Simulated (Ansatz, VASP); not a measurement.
CaSe in VASP and in Ansatz

```
Se Ca
1.0
     0.00000    2.89566    2.89566
     2.89566    0.00000    2.89566
     2.89566    2.89566    0.00000
Se Ca
1 1
Direct
  0.50000 0.50000 0.50000
  0.00000 0.00000 0.00000
```

Alike in both runs: task single point; functional r2SCAN; k mesh 8 × 8 × 8; occupations fermi-dirac, width 0.05 eV; no spin polarisation.

|  | VASP | Ansatz |
| --- | --- | --- |
| version | VASP 6.6.1 | Ansatz 0.2.0 |
| potentials or method | VASP PAW PBE potentials, release 64 (Se, Ca_sv) | Ansatz PAW |
| plane-wave cutoff (eV) | 520 | 500 |
| valence electrons in the cell | 16 | 26 |

Ansatz gave:

* gap on the k mesh at the Fermi level (eV): 2.33
* least direct gap on the mesh (eV): 3.34
* pressure (GPa): 4.4

Task: What did VASP give for the same quantities?

Result: gap on the k mesh at the Fermi level (eV): 2.33; least direct gap on the mesh (eV): 3.34; pressure (GPa): 4.8.

VASP's potentials were made for PBE, not for r2SCAN. VASP's potentials hold 16 valence electrons a cell and Ansatz's 26, so a difference there can come from the potentials and not from the codes.
